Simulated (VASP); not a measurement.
Wanted: the native input for a VASP 6.6.1 run.

- Task: single point
- Functional: PBE
- Potentials or basis: VASP PAW PBE potentials, release 64 (Ni, O)
- Cutoff: 600 eV
- k mesh: 12 × 12 × 12
- Occupations: fermi-dirac, width 0.1 eV
- Spin: collinear spin, ferromagnetic start
- Starting moments: [1.11, 0.17] μB
- Fixed moment: 1.2 μB
- Dipole correction: no
- Further INCAR settings: ALGO = Normal; EDIFF = 1e-06; NBANDS = 19

The structure of NiO lies in POSCAR:

```
NiO
1.0
    2.9499100000      0.0000000000      0.0000000000
    1.4749550000      2.5546969989      0.0000000000
    1.4749550000      0.8515656663      2.4085914290
Ni O
1 1
Direct
    0.0000000000      0.0000000000      0.0000000000
    0.5000000000      0.5000000000      0.5000000000
```

The input as run:

INCAR

```
SYSTEM = NiO
PREC = Accurate
ENCUT = 600
EDIFF = 1E-6
ISMEAR = -1
SIGMA = 0.1
LREAL = .False.
LASPH = .True.
NELM = 200
ALGO = Normal
ISIF = 2
LWAVE = .False.
LCHARG = .True.
ISPIN = 2
MAGMOM = 1.11 0.17
LORBIT = 11
NUPDOWN = 1.2
LMAXMIX = 4
GGA = PE
LELF = .True.
LVHAR = .True.
NBANDS = 19
GGA_COMPAT = .False.
```

KPOINTS

```
regular mesh
0
Gamma
  12 12 12
  0 0 0
```

Potentials or basis: VASP PAW PBE potentials, release 64 (Ni, O).

Command:

```bash
$ cat potpaw_PBE.64/Ni/POTCAR potpaw_PBE.64/O/POTCAR > POTCAR
$ mpirun -np 1 vasp_std > vasp.out
```

It gave:

```
Pressure                                              : 1.6 GPa
Net moment                                            : 1.20 μB per cell
Site moments                                          : Ni +1.03; O +0.15 μB
Valence electrons inside the program's atomic spheres : Ni 9.03; O 4.96
```

Caveat: the total moment is fixed, so each spin has its own Fermi level; a cell with one magnetic atom can't hold antiferromagnetic order, which such compounds often take.

Wall time 74 s on 1 thread of Intel Xeon 8259CL (shared host), peak memory 0.18 GiB.
